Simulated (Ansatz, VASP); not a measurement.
One calculation of Si3Bi, two programs

Contents of INCAR:

```
ALGO = Normal ; EDIFF = 1E-6
EDIFFG = -0.01 ; ENCUT = 600
GGA = PE ; IBRION = 2
ISIF = 3 ; ISMEAR = 0
LASPH = T ; LCHARG = F
LREAL = F ; LWAVE = F
NELM = 60 ; NSW = 100
PREC = Accurate ; SIGMA = 0.1
```

File KPOINTS:

```
k-points
0
Gamma
  12 12 12
```

POSCAR

```
Si3Bi
1.0
   -2.7702981723      2.7702981723      2.7702981723
    2.7702981723     -2.7702981723      2.7702981723
    2.7702981723      2.7702981723     -2.7702981723
Si Bi
3 1
Direct
    0.0000000000      0.5000000000      0.5000000000
    0.5000000000      0.0000000000      0.5000000000
    0.5000000000      0.5000000000      0.0000000000
    0.0000000000      0.0000000000      0.0000000000
```

Input for Ansatz:

```yaml
crystal:
  lattice:
    - [-2.7702981723, 2.7702981723, 2.7702981723]
    - [2.7702981723, -2.7702981723, 2.7702981723]
    - [2.7702981723, 2.7702981723, -2.7702981723]
  atoms:
    - { symbol: Si, position: [0.0, 0.5, 0.5] }
    - { symbol: Si, position: [0.5, 0.0, 0.5] }
    - { symbol: Si, position: [0.5, 0.5, 0.0] }
    - { symbol: Bi, position: [0.0, 0.0, 0.0] }
basis:
  ecutwfc: 420
kpoints:
  mp_grid: { grid: [12, 12, 12] }
hamiltonian:
  xc: pbe
scf:
  occupations: { method: gaussian, width: 0.1 }
output:
  forces: true
  stress: true
  eigenvalues: true
relax:
  adjacent_minimum: "off"
  f_tol: 0.01
  max_steps: 80
  cell: { stress_tol: 0.05 }
```

Alike in both runs: task relaxation of cell and atoms; functional PBE; k mesh 12 × 12 × 12; occupations gaussian, width 0.1 eV; no spin polarisation.

```csv
,VASP,Ansatz
version,VASP 6.6.1,Ansatz 0.2.0
potentials or method,"VASP PAW PBE potentials, release 64 (Si, Bi_d), cutoff 600 eV","scalar-relativistic, plane waves, PAW"
valence electrons in the cell,27,27
```

```csv
,VASP,Ansatz,Ansatz less VASP
"gap on the k mesh at the Fermi level, each at its own relaxed structure (eV)",none,none,-
relaxed volume (Å³/atom),21.14,21.14,+0.003
relaxed cell length with the largest relative difference (Å),4.789,4.789,+0.0002
```

A gap of «none» marks a metal or a gap that the smearing closes.

Spin-orbit coupling is off throughout.
